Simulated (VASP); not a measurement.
Crystal: FePb.

```
Fe Pb
1.0
     3.39864    0.00000    0.00000
     0.00000    3.39864    0.00000
     0.00000    0.00000    3.39864
Fe Pb
1 1
Direct
  0.00000 0.00000 0.00000
  0.50000 0.50000 0.50000
```

Base run:

```yaml
Program: VASP 6.6.1
Functional: PBE
Potentials_or_basis: VASP PAW PBE potentials, release 64 (Fe, Pb_d)
Cutoff: 520 eV
k_mesh: 12 × 12 × 12
Occupations: gaussian, width 0.1 eV
Spin: collinear spin, ferromagnetic start
Starting_moments: "[0.5, 0.0] μB"
```

Its results: pressure -10.0 GPa; net moment 0.01 μB per cell.

The run is repeated on the same cell with these changes: moments at the start from [0.5, 0.0] to [3.0, 0.0]. What comes out?

Pressure -0.2 GPa; net moment 2.56 μB per cell; site moments Fe +2.67; Pb -0.06 μB.

Caveats: the cell stands under tension (at least some runs).
